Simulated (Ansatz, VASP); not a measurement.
**AlN in VASP and in Ansatz**

INCAR

```
PREC = Accurate
ENCUT = 520
EDIFF = 1E-7
ISMEAR = 0
SIGMA = 0.05
LREAL = False
LASPH = True
NELM = 60
ALGO = Normal
ISIF = 2
LWAVE = False
LCHARG = True
GGA = PS
LELF = True
LVHAR = True
NBANDS = 11
```

File KPOINTS:

```
regular mesh
0
Gamma
  10 10 10
```

File POSCAR:

```
AlN
1.0
   -0.0808908813      2.0020493127      2.0020493127
    1.9413811517     -0.0202227203      1.9413811517
    2.0222720330      2.0222720330     -0.1011136017
Al N
1 1
Direct
    0.5000000000      0.5000000000      0.5000000000
    0.0000000000      0.0000000000      0.0000000000
```

Input for Ansatz:

```yaml
crystal:
  lattice:
    - [-0.0808908813, 2.0020493127, 2.0020493127]
    - [1.9413811517, -0.0202227203, 1.9413811517]
    - [2.022272033, 2.022272033, -0.1011136017]
  atoms:
    - { symbol: Al, position: [0.5, 0.5, 0.5] }
    - { symbol: "N", position: [0.0, 0.0, 0.0] }
basis:
  ecutwfc: 520.0
kpoints:
  mp_grid: { grid: [10, 10, 10] }
hamiltonian:
  xc: pbesol
  pseudopotentials: { kind: paw, azcp: { folder: soft_1 } }
scf:
  occupations: { method: gaussian, width: 0.05 }
output:
  forces: true
  stress: true
  eigenvalues: true
```

Change from the starting cell: engineering shear strain xz -0.0800, engineering shear strain yz -0.0200.

Alike in both runs: task single point; functional PBEsol; k mesh 10 × 10 × 10; occupations gaussian, width 0.05 eV; no spin polarisation.

```csv
,VASP,Ansatz
version,VASP 6.6.1,Ansatz 0.2.0
potentials or method,"VASP PAW PBE potentials, release 64 (Al, N), cutoff 520 eV","scalar-relativistic, plane waves, PAW"
valence electrons in the cell,8,8
```

|  | VASP | Ansatz | Ansatz less VASP |
| --- | --- | --- | --- |
| gap on the k mesh at the Fermi level (eV) | 2.92 | 2.92 | +0.002 |
| least direct gap on the mesh (eV) | 4.82 | 4.80 | -0.018 |
| pressure (GPa) | 0.9 | 0.9 | -0.04 |
| traceless stress, the component that is largest in VASP (GPa) | 25.13 | 25.11 | -0.022 |

VASP's potentials were made for PBE, not for PBEsol, and Ansatz warns of the same on its side.
